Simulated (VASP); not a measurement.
Input of a VASP 6.6.1 run:

File INCAR:

```
PREC     = Accurate       # precision mode
ENCUT    = 600            # plane-wave cutoff, eV
EDIFF    = 1E-6           # SCF threshold, eV
ISMEAR   = -1             # smearing method
SIGMA    = 0.05           # smearing width, eV
LREAL    = False          # projectors in reciprocal space
LASPH    = True           # aspherical terms in the spheres
NELM     = 80             # most SCF steps
ALGO     = Normal         # electronic algorithm
ISIF     = 3              # what is computed and relaxed
LWAVE    = False          # write WAVECAR
LCHARG   = False          # write CHGCAR
GGA      = CA             # functional
IBRION   = 2              # ionic algorithm
NSW      = 60             # ionic steps
EDIFFG   = -0.005         # ionic threshold
PSTRESS  = 1600.0
```

File KPOINTS:

```
Automatic mesh
0
Gamma
  17 17 9
```

File POSCAR:

```
Y
1.0
    2.5924791480      0.0000000000      0.0000000000
   -1.2962395740      2.2451528010      0.0000000000
    0.0000000000      0.0000000000      4.1998162198
Y
2
Direct
    0.3333333333      0.6666666667      0.2500000000
    0.6666666667      0.3333333333      0.7500000000
```

Potentials or basis: VASP PAW LDA potentials, release 64 (Y_sv).

Launch:

```sh
$ cat potpaw_LDA.64/Y_sv/POTCAR > POTCAR
$ mpirun -np 1 vasp_std > vasp.out
```

(1) Estimate the relaxed cell.

(2) What does it give for the space group after relaxing (to 0.1 Å)?

(3) Predict the band gap on the k mesh.

Answers

(1) a = 2.546 Å, b = 2.546 Å, c = 4.341 Å, α = 90.00°, β = 90.00°, γ = 120.00°.

(2) P6_3/mmc (No. 194).

(3) zero (bands 11 and 12 overlap by 4.32 eV).

Caveat: the cell is relaxed towards a set pressure, so the run minimises the enthalpy, not the energy.
